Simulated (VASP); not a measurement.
# SiO2 (Stishovite) (P4_2/mnm) in VASP: notebook

The runs below take SiO2 (Stishovite) through single point, with r2SCAN.

Everything below comes from runs of VASP 6.6.1. Logs are shortened: lines on timing, memory, paths and dates and some standing lists are left out, and cuts for length are marked.

**1. The cell of the first run**

It takes space group P4_2/mnm (No. 136, tetragonal). The conventional cell has a = 4.185 Å, b = 4.185 Å, c = 2.669 Å, α = 90.00°, β = 90.00°, γ = 90.00°. Si (site symmetry mmm) has 6 O at 1.76 to 1.81 Å within 2.3 Å. Within 2.3 Å of O (site symmetry m2m) lie 3 Si at 1.76 to 1.81 Å and 1 O at 2.30 Å.

**2. Single point, r2SCAN**

The input, POSCAR:

```
SiO2
1.0
    4.1851894808      0.0000000000      0.0000000000
    0.0000000000      4.1851894808      0.0000000000
    0.0000000000      0.0000000000      2.6688395721
Si O
2 4
Direct
    0.0000000000      0.0000000000      0.0000000000
    0.5000000000      0.5000000000      0.5000000000
    0.3061010378      0.3061010378      0.0000000000
    0.1938989622      0.8061010378      0.5000000000
    0.6938989622      0.6938989622      0.0000000000
    0.8061010378      0.1938989622      0.5000000000
```

The input, INCAR.step1:

```
PREC = Accurate ; ENCUT = 520
ISMEAR = 0 ; SIGMA = 0.01
LREAL = F ; LASPH = T
NELM = 80 ; NBANDS = 25
GGA = PE ; ALGO = Normal
EDIFF = 1E-4 ; LWAVE = T
LCHARG = F
```

The input, INCAR.step2:

```
PREC = Accurate ; ENCUT = 520
EDIFF = 1E-6 ; ISMEAR = 0
SIGMA = 0.01 ; LREAL = F
LASPH = T ; NELM = 80
ALGO = Normal ; ISIF = 2
LWAVE = F ; LCHARG = F
METAGGA = R2SCAN ; LMIXTAU = T
NBANDS = 25 ; ISTART = 1
```

The input, KPOINTS:

```
Automatic mesh
0
Gamma
  6 6 8
```

Potentials or basis: VASP PAW PBE potentials, release 64 (Si, O).

On the command line:

```bash
> cat potpaw_PBE.64/Si/POTCAR potpaw_PBE.64/O/POTCAR > POTCAR
> cp INCAR.step1 INCAR
> mpirun -np 1 vasp_std > vasp.out
> cp INCAR.step2 INCAR
> mpirun -np 1 vasp_std > vasp.out
```

OUTCAR:

```text
PREC = Accurate
   ENCUT = 520
   EDIFF = 1E-6
   ISMEAR = 0
   LREAL = F
   LASPH = T
   NELM = 80
   ISIF = 2
   METAGGA = R2SCAN
   ISTART = 1

 ion  position               nearest neighbor table
   1  0.000  0.000  0.000-   4 1.76   6 1.76   4 1.76   6 1.76   5 1.81   3 1.81
   2  0.500  0.500  0.500-   3 1.76   5 1.76   3 1.76   5 1.76   4 1.81   6 1.81
   3  0.306  0.306  0.000-   2 1.76   2 1.76   1 1.81
   4  0.194  0.806  0.500-   1 1.76   1 1.76   2 1.81
   5  0.694  0.694  0.000-   2 1.76   2 1.76   1 1.81
   6  0.806  0.194  0.500-   1 1.76   1 1.76   2 1.81

  LATTYP: Found a simple tetragonal cell.
 ALAT       =     4.1851894808
 C/A-ratio  =     0.6376866769

  Lattice vectors:

 A1 = (   4.1851894808,   0.0000000000,   0.0000000000)
 A2 = (   0.0000000000,   4.1851894808,   0.0000000000)
 A3 = (   0.0000000000,   0.0000000000,   2.6688395721)

Analysis of symmetry for initial positions (statically):
=====================================================================
 Subroutine PRICEL returns:
 Original cell was already a primitive cell.

 Routine SETGRP: Setting up the symmetry group for a
 simple tetragonal supercell.

 Subroutine GETGRP returns: Found 16 space group operations
 (whereof  8 operations were pure point group operations)
 out of a pool of 16 trial point group operations.

The static configuration has the point symmetry D_2h.
 The point group associated with its full space group is D_4h.

Analysis of symmetry for dynamics (positions and initial velocities):
=====================================================================
 Subroutine PRICEL returns:
 Original cell was already a primitive cell.

 Routine SETGRP: Setting up the symmetry group for a
 simple tetragonal supercell.

 Subroutine GETGRP returns: Found 16 space group operations
 (whereof  8 operations were pure point group operations)
 out of a pool of 16 trial point group operations.

The dynamic configuration has the point symmetry D_2h.
 The point group associated with its full space group is D_4h.

 Subroutine INISYM returns: Found 16 space group operations
 (whereof  8 operations are pure point group operations),
 and found     1 'primitive' translations

----------------------------------------------------------------------------------------

                                     Primitive cell

  volume of cell :      46.7469

  direct lattice vectors                    reciprocal lattice vectors
     4.185189481  0.000000000  0.000000000     0.238937808  0.000000000  0.000000000
     0.000000000  4.185189481  0.000000000     0.000000000  0.238937808  0.000000000
     0.000000000  0.000000000  2.668839572     0.000000000  0.000000000  0.374694684

  length of vectors
     4.185189481  4.185189481  2.668839572     0.238937808  0.238937808  0.374694684

  position of ions in fractional coordinates (direct lattice)
     0.000000000  0.000000000  0.000000000
     0.500000000  0.500000000  0.500000000
     0.306101038  0.306101038  0.000000000
     0.193898962  0.806101038  0.500000000
     0.693898962  0.693898962  0.000000000
     0.806101038  0.193898962  0.500000000

  ion indices of the primitive-cell ions
   primitive index   ion index
                 1           1
                 2           2
                 3           3
                 4           4
                 5           5
                 6           6

----------------------------------------------------------------------------------------

 KPOINTS: Automatic mesh

Automatic generation of k-mesh.
 Grid dimensions read from file:
 generate k-points for:    6    6    8

 Generating k-lattice:

  Cartesian coordinates                     Fractional coordinates (reciprocal lattice)
     0.039822968  0.000000000  0.000000000     0.166666667  0.000000000  0.000000000
     0.000000000  0.039822968  0.000000000     0.000000000  0.166666667  0.000000000
     0.000000000  0.000000000  0.046836835     0.000000000  0.000000000  0.125000000

  Length of vectors
     0.039822968  0.039822968  0.046836835

  Shift w.r.t. Gamma in fractional coordinates (k-lattice)
     0.000000000  0.000000000  0.000000000

 Subroutine IBZKPT returns following result:
 ===========================================

 Found     50 irreducible k-points:

 Following reciprocal coordinates:
            Coordinates               Weight
  0.000000  0.000000  0.000000      1.000000
  0.166667  0.000000  0.000000      4.000000
  0.333333  0.000000  0.000000      4.000000
  0.500000  0.000000  0.000000      2.000000
  0.166667  0.166667  0.000000      4.000000
  0.333333  0.166667  0.000000      8.000000
[... 16 lines left out ...]
  0.333333  0.000000  0.250000      8.000000
  0.500000  0.000000  0.250000      4.000000
 [... further k-points ...]
   k-points           NKPTS =     50   k-points in BZ     NKDIM =     50   number of bands    NBANDS=     25
   number of dos      NEDOS =    301   number of ions     NIONS =      6
[... 42 lines left out ...]
   LHFCALC =     F    Hartree Fock is set to
   AEXX    =    0.0000 exact exchange contribution
   IVDW    =     0    specifies the selected vdW correction
   LEPSILON=     F    determine dielectric tensor
   LRPA    =     F    only Hartree local field effects (RPA)
 non-spin polarized calculation
 Gauss-broadening in eV      SIGMA  =   0.01
  energy-cutoff  :      520.00
  volume of cell :       46.75
 maximum number of plane-waves:      1282
 NGX is ok and might be reduce to    32
   NGX = 15   NGY = 15   NGZ =  9

 number of electron      31.9999977 magnetization

 Free energy of the ion-electron system (eV)
  ---------------------------------------------------
  ext. energy  EPLUGINS =         0.00000000
  ---------------------------------------------------
  free energy    TOTEN  =       -58.78561284 eV

  energy without entropy =      -58.78561284  energy(sigma->0) =      -58.78561284

 E-fermi :   7.8577     XC(G=0): -12.8668

 val. band max:        7.7882643356   @ k =   0.0000   0.0000   0.0000
 cond. band min:      14.2970415060   @ k =   0.0000   0.0000   0.0000
 fundamental gap:      6.5087771704
 Fermi energy:         7.8576565873

 k-point     1 :       0.0000    0.0000    0.0000
  band No.  band energies     occupation
      1     -15.7435      2.00000
      2     -12.1600      2.00000
      3     -12.1600      2.00000
      4     -11.9008      2.00000
      5      -3.2430      2.00000
      6       1.2824      2.00000
[... 17 lines left out ...]
     24      23.3005      0.00000
     25      24.7716      0.00000

 k-point     2 :       0.1667    0.0000    0.0000
  band No.  band energies     occupation
      1     -15.5972      2.00000
      2     -12.7903      2.00000
      3     -12.0878      2.00000
      4     -11.5762      2.00000
      5      -3.0365      2.00000
      6       0.5284      2.00000
[... 17 lines left out ...]
     24      22.6748      0.00000
     25      24.5856      0.00000

 k-point     3 :       0.3333    0.0000    0.0000
  band No.  band energies     occupation
      1     -15.1702      2.00000
      2     -13.6649      2.00000
      3     -11.8948      2.00000
      4     -11.4951      2.00000
      5      -2.4752      2.00000
      6      -0.6101      2.00000
[... 17 lines left out ...]
     24      22.8411      0.00000
     25      23.8922      0.00000

 k-point     4 :       0.5000    0.0000    0.0000
  band No.  band energies     occupation
      1     -14.5009      2.00000
      2     -14.5009      2.00000
      3     -11.6544      2.00000
      4     -11.6544      2.00000
      5      -1.6466      2.00000
      6      -1.6466      2.00000
[... 17 lines left out ...]
     24      22.5186      0.00000
     25      23.9633      0.00000
[... 477 lines left out ...]
 k-point    22 :       0.1667    0.0000    0.2500
  band No.  band energies     occupation
      1     -14.8073      2.00000
      2     -12.4256      2.00000
      3     -11.7471      2.00000
      4     -11.5440      2.00000
      5      -2.6799      2.00000
      6       0.4397      2.00000
[... 17 lines left out ...]
     24      22.6438      0.00000
     25      23.0479      0.00000

 k-point    23 :       0.3333    0.0000    0.2500
  band No.  band energies     occupation
      1     -14.4246      2.00000
      2     -13.1270      2.00000
      3     -11.6366      2.00000
      4     -11.4546      2.00000
      5      -1.9673      2.00000
      6      -0.1454      2.00000
[... 17 lines left out ...]
     24      21.8192      0.00000
     25      22.7285      0.00000

 k-point    24 :       0.5000    0.0000    0.2500
  band No.  band energies     occupation
      1     -13.8364      2.00000
      2     -13.8364      2.00000
      3     -11.5132      2.00000
      4     -11.5132      2.00000
      5      -1.0371      2.00000
      6      -1.0371      2.00000
[... 17 lines left out ...]
     24      21.8277      0.00000
     25      22.6212      0.00000

 [... further k-points ...]
[... 5 lines left out ...]
  --------------------------------------------------------------------------------------
  -------------------------------------------------------------------------------------
  Total        0.0271851      0.0271851      0.2891544     -0.0000000      0.0000000      0.0000000
  in kB        0.9317278      0.9317278      9.9103198     -0.0000000      0.0000000      0.0000000
  external PRESSURE =       3.9245918 kB  Pullay stress =       0.0000000 kB

 VOLUME and BASIS-vectors are now :
 -----------------------------------------------------------------------------
  energy-cutoff  :      520.00
  volume of cell :       46.75
      direct lattice vectors                 reciprocal lattice vectors
     4.185189481  0.000000000  0.000000000     0.238937808  0.000000000  0.000000000
     0.000000000  4.185189481  0.000000000     0.000000000  0.238937808  0.000000000
     0.000000000  0.000000000  2.668839572     0.000000000  0.000000000  0.374694684

 POSITION                                       TOTAL-FORCE (eV/Angst)
 -----------------------------------------------------------------------------------
      0.00000      0.00000      0.00000         0.000000      0.000000      0.000000
      2.09259      2.09259      1.33442         0.000000      0.000000      0.000000
      1.28109      1.28109      0.00000        -0.015151     -0.015151      0.000000
      0.81150      3.37369      1.33442         0.015151     -0.015151      0.000000
      2.90410      2.90410      0.00000         0.015151      0.015151      0.000000
      3.37369      0.81150      1.33442        -0.015151      0.015151      0.000000
 -----------------------------------------------------------------------------------
    total drift:                                0.000000      0.000000     -0.000000

  FREE ENERGIE OF THE ION-ELECTRON SYSTEM (eV)
  ---------------------------------------------------
  free  energy   TOTEN  =       -58.7856128377 eV

  energy  without entropy=      -58.7856128377  energy(sigma->0) =      -58.78561284
```

Wall time 49 s (1 thread of Intel Xeon 6975P-C (Granite Rapids), shared host); peak memory 0.17 GiB.

Results:

| Item | Value |
| --- | --- |
| Free energy | -58.7856 eV |
| Pressure | 0.4 GPa |
| Largest force | 0.021 eV/Å |
| Band gap on the k mesh | 6.51 eV, direct |

Forces in eV/Å, atoms in the order of the input:
```
Si   0.000  0.000  0.000
Si   0.000  0.000  0.000
O   -0.015 -0.015  0.000
O    0.015 -0.015  0.000
O    0.015  0.015  0.000
O   -0.015  0.015  0.000
```

Caveat: the PAW data sets were made with another functional, which shifts forces and pressure a little. r2SCAN opens gaps a little over a GGA but as a rule still falls short of measured ones.

**3. Single point, r2SCAN (volume changed by +3%)**

Changes to POSCAR since step 2:

```diff
@@ -2,5 +2,5 @@
 1.0
-    4.1851894808      0.0000000000      0.0000000000
-    0.0000000000      4.1851894808      0.0000000000
-    0.0000000000      0.0000000000      2.6688395721
+    4.2266296955      0.0000000000      0.0000000000
+    0.0000000000      4.2266296955      0.0000000000
+    0.0000000000      0.0000000000      2.6952654449
 Si O
```

The input, INCAR.step1:

```
PREC = Accurate
ENCUT = 520
ISMEAR = 0
SIGMA = 0.01
LREAL = False
LASPH = True
NELM = 100
NBANDS = 25
GGA = PE
ALGO = Normal
EDIFF = 1E-4
LWAVE = True
LCHARG = False
```

The input, INCAR.step2:

```
PREC = Accurate
ENCUT = 520
EDIFF = 1E-6
ISMEAR = 0
SIGMA = 0.01
LREAL = False
LASPH = True
NELM = 100
ALGO = Normal
ISIF = 2
LWAVE = False
LCHARG = False
METAGGA = R2SCAN
LMIXTAU = True
NBANDS = 25
ISTART = 1
```

KPOINTS is that of step 2.

Potentials or basis: VASP PAW PBE potentials, release 64 (Si, O).

On the command line:

```bash
> cat potpaw_PBE.64/Si/POTCAR potpaw_PBE.64/O/POTCAR > POTCAR
> cp INCAR.step1 INCAR
> mpirun -np 1 vasp_std > vasp.out
> cp INCAR.step2 INCAR
> mpirun -np 1 vasp_std > vasp.out
```

Run time: 49 s. Hardware: 1 thread of Intel Xeon 6975P-C (Granite Rapids), shared host; peak memory 0.18 GiB.

It converged, with:

```
Free energy            : -58.7502 eV
Pressure               : -9.0 GPa
Largest force          : 0.180 eV/Å
Band gap on the k mesh : 5.96 eV, direct
```

Forces on the atoms (eV/Å):
```
Si   0.000  0.000  0.000
Si   0.000  0.000  0.000
O    0.127  0.127  0.000
O   -0.127  0.127  0.000
O   -0.127 -0.127  0.000
O    0.127 -0.127  0.000
```

Stress tensor (GPa, compression positive):
```
-8.65  0.00  0.00
 0.00 -8.65  0.00
 0.00  0.00 -9.84
```

Levels at points of the mesh, in eV from the valence-band top:
```
           k point  band 14  band 15  band 16  band 17  band 18  band 19
(0.00, 0.00, 0.00)    -0.86    -0.86     0.00     5.96     7.51     9.21
(0.50, 0.00, 0.00)    -2.65    -1.05    -1.05     8.28     8.28     9.81
(0.50, 0.50, 0.00)    -2.62    -2.22    -2.22     8.02     8.02    10.76
(0.00, 0.00, 0.50)    -2.97    -2.61    -2.61     9.72     9.72    13.43
(0.50, 0.00, 0.50)    -2.24    -1.73    -1.73     9.46     9.46    10.54
(0.50, 0.50, 0.50)    -1.73    -1.54    -1.54     7.77     7.77    11.76
```

Caveat: the PAW data sets were made with another functional, which shifts forces and pressure a little. A k mesh can miss the band edges.

**4. Single point, r2SCAN (volume changed by +6%)**

Changes to POSCAR since step 3:

```diff
@@ -2,5 +2,5 @@
 1.0
-    4.2266296955      0.0000000000      0.0000000000
-    0.0000000000      4.2266296955      0.0000000000
-    0.0000000000      0.0000000000      2.6952654449
+    4.2672728589      0.0000000000      0.0000000000
+    0.0000000000      4.2672728589      0.0000000000
+    0.0000000000      0.0000000000      2.7211830487
 Si O
```

The input, INCAR.step1:

```
SYSTEM = SiO2
PREC = Accurate
ENCUT = 520
ISMEAR = 0
SIGMA = 0.01
LREAL = .FALSE.
LASPH = .TRUE.
NELM = 80
NBANDS = 25
GGA = PE
ALGO = Normal
EDIFF = 1E-4
LWAVE = .TRUE.
LCHARG = .FALSE.
```

The input, INCAR.step2:

```
SYSTEM = SiO2
PREC = Accurate
ENCUT = 520
EDIFF = 1E-6
ISMEAR = 0
SIGMA = 0.01
LREAL = .FALSE.
LASPH = .TRUE.
NELM = 80
ALGO = Normal
ISIF = 2
LWAVE = .FALSE.
LCHARG = .FALSE.
METAGGA = R2SCAN
LMIXTAU = .TRUE.
NBANDS = 25
ISTART = 1
```

The input, KPOINTS:

```
Automatic mesh
0
G
  6 6 8
  0 0 0
```

On the command line:

```bash
> cat potpaw_PBE.64/Si/POTCAR potpaw_PBE.64/O/POTCAR > POTCAR
> cp INCAR.step1 INCAR
> mpirun -np 1 vasp_std > vasp.out
> cp INCAR.step2 INCAR
> mpirun -np 1 vasp_std > vasp.out
```

Run time: 52 s. Hardware: 1 thread of Intel Xeon 6975P-C (Granite Rapids), shared host; peak memory 0.18 GiB.

Results (log left out):

- Free energy: -58.6380 eV
- Pressure: -17.1 GPa
- Largest force: 0.362 eV/Å
- Band gap on the k mesh: 5.45 eV, direct

Forces on the atoms (eV/Å):
```
Si   0.000  0.000  0.000
Si   0.000  0.000  0.000
O    0.256  0.256  0.000
O   -0.256  0.256  0.000
O   -0.256 -0.256  0.000
O    0.256 -0.256  0.000
```

Stress tensor (GPa, compression positive):
```
-16.11   0.00   0.00
  0.00 -16.11   0.00
  0.00   0.00 -19.14
```

Levels at points of the mesh, in eV from the valence-band top:
```
           k point  band 13  band 14  band 15  band 16  band 17  band 18  band 19  band 20
(0.00, 0.00, 0.00)    -2.45    -0.85    -0.85     0.00     5.45     7.37     8.95     8.95
(0.50, 0.00, 0.00)    -2.59    -2.59    -1.01    -1.01     7.87     7.87     9.58     9.58
(0.50, 0.50, 0.00)    -2.55    -2.55    -2.13    -2.13     7.66     7.66    10.47    10.47
(0.00, 0.00, 0.50)    -2.84    -2.84    -2.51    -2.51     9.31     9.31    13.14    13.14
(0.50, 0.00, 0.50)    -2.17    -2.17    -1.66    -1.66     9.12     9.12    10.21    10.21
(0.50, 0.50, 0.50)    -1.68    -1.68    -1.48    -1.48     7.41     7.41    11.53    11.53
```

Caveat: the PAW data sets were made with another functional, which shifts forces and pressure a little.

**5. Single point, r2SCAN**

Changes to POSCAR since step 4:

```diff
@@ -2,5 +2,5 @@
 1.0
-    4.2672728589      0.0000000000      0.0000000000
-    0.0000000000      4.2672728589      0.0000000000
-    0.0000000000      0.0000000000      2.7211830487
+    4.1851894808      0.0000000000      0.0000000000
+    0.0000000000      4.1851894808      0.0000000000
+    0.0000000000      0.0000000000      2.6688395721
 Si O
```

The input, INCAR.step1:

```
SYSTEM = SiO2
PREC = Accurate
ENCUT = 520
ISMEAR = 0
SIGMA = 0.01
LREAL = .False.
LASPH = .True.
NELM = 80
NBANDS = 25
GGA = PE
ALGO = Normal
EDIFF = 1E-4
LWAVE = .True.
LCHARG = .False.
```

The input, INCAR.step2:

```
SYSTEM = SiO2
PREC = Accurate
ENCUT = 520
EDIFF = 1E-7
ISMEAR = 0
SIGMA = 0.01
LREAL = .False.
LASPH = .True.
NELM = 80
ALGO = Normal
ISIF = 2
LWAVE = .False.
LCHARG = .False.
METAGGA = R2SCAN
LMIXTAU = .True.
NBANDS = 25
ISTART = 1
```

The input, KPOINTS:

```
Automatic mesh
0
Gamma
  6 6 10
  0 0 0
```

On the command line:

```bash
> cat potpaw_PBE.64/Si/POTCAR potpaw_PBE.64/O/POTCAR > POTCAR
> cp INCAR.step1 INCAR
> mpirun -np 1 vasp_std > vasp.out
> cp INCAR.step2 INCAR
> mpirun -np 1 vasp_std > vasp.out
```

Wall time 61 s (1 thread of Intel Xeon 6975P-C (Granite Rapids), shared host); peak memory 0.18 GiB.

It converged, with:

```yaml
Free_energy: -58.7856 eV
Pressure: 0.4 GPa
Largest_force: 0.021 eV/Å
Band_gap_on_the_k_mesh: 6.51 eV, direct
```

Forces on the atoms (eV/Å):
```
Si   0.000  0.000  0.000
Si   0.000  0.000  0.000
O   -0.015 -0.015  0.000
O    0.015 -0.015  0.000
O    0.015  0.015  0.000
O   -0.015  0.015  0.000
```

Stress tensor (GPa, compression positive):
```
0.11 0.00 0.00
0.00 0.11 0.00
0.00 0.00 1.01
```

Levels at points of the mesh, in eV from the valence-band top:
```csv
k point,band 14,band 15,band 16,band 17,band 18,band 19
"(0.00, 0.00, 0.00)",-0.88,-0.88,0.00,6.51,7.64,9.47
"(0.50, 0.00, 0.00)",-2.72,-1.08,-1.08,8.70,8.70,10.05
"(0.50, 0.50, 0.00)",-2.68,-2.32,-2.32,8.39,8.39,11.05
"(0.00, 0.00, 0.50)",-3.10,-2.71,-2.71,10.14,10.14,13.74
"(0.50, 0.00, 0.50)",-2.31,-1.80,-1.80,9.81,9.81,10.88
"(0.50, 0.50, 0.50)",-1.78,-1.60,-1.60,8.15,8.15,12.00
```

Caveat: the PAW data sets were made with another functional, which shifts forces and pressure a little. r2SCAN opens gaps a little over a GGA but as a rule still falls short of measured ones.

**6. Summary**

```csv
cell,k mesh,gap on the mesh (eV),pressure (GPa),largest force (eV/Å)
"a = 4.185, b = 4.185, c = 2.669 Å, 6 atoms",6 × 6 × 8,6.51,0.4,0.02
"a = 4.227, b = 4.227, c = 2.695 Å, 6 atoms",6 × 6 × 8,5.96,-9.0,0.18
"a = 4.267, b = 4.267, c = 2.721 Å, 6 atoms",6 × 6 × 8,5.45,-17.1,0.36
"a = 4.185, b = 4.185, c = 2.669 Å, 6 atoms",6 × 6 × 10,6.51,0.4,0.02
```

Alike in all rows: task single point; level r2SCAN; potentials or basis VASP PAW PBE potentials, release 64 (Si, O); no spin polarisation; cutoff (eV) 520; smearing gaussian 0.01 eV.

Caveats: the PAW data sets were made with another functional, which shifts forces and pressure a little.

Total energies depend on the potentials used, so only differences within one code and one set of settings carry meaning.
